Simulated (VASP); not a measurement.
A run of VASP 6.6.1:

File INCAR:

```
SYSTEM = LiF
  PREC = Accurate
  ENCUT = 520
  EDIFF = 1E-6
  ISMEAR = 0
  SIGMA = 0.01
  LREAL = .FALSE.
  LASPH = .TRUE.
  NELM = 80
  ALGO = Normal
  ISIF = 2
  LWAVE = .FALSE.
  LCHARG = .FALSE.
  GGA = PE
  NBANDS = 12
```

KPOINTS

```
regular mesh
0
G
  8 8 8
  0 0 0
```

The input POSCAR:

```
LiF
1.0
    0.0000000000      2.1446105472      2.1446105472
    2.1446105472      0.0000000000      2.1446105472
    2.1446105472      2.1446105472      0.0000000000
Li F
1 1
Direct
    0.0000000000      0.0000000000      0.0000000000
    0.2500000000      0.2500000000      0.2500000000
```

Potentials or basis: VASP PAW PBE potentials, release 64 (Li_sv, F).

The run is started by

```sh
$ cat potpaw_PBE.64/Li_sv/POTCAR potpaw_PBE.64/F/POTCAR > POTCAR
$ mpirun -np 1 vasp_std > vasp.out
```

Hardware: 1 thread of Intel(R) Xeon(R) 6975P-C (Granite Rapids) (shared host).

How long does it take, and how much memory?

Run time: 3.8 s on 1 thread of Intel(R) Xeon(R) 6975P-C (Granite Rapids) (shared host), peak memory 0.13 GiB. Counts: scf iterations 13, k points 29.
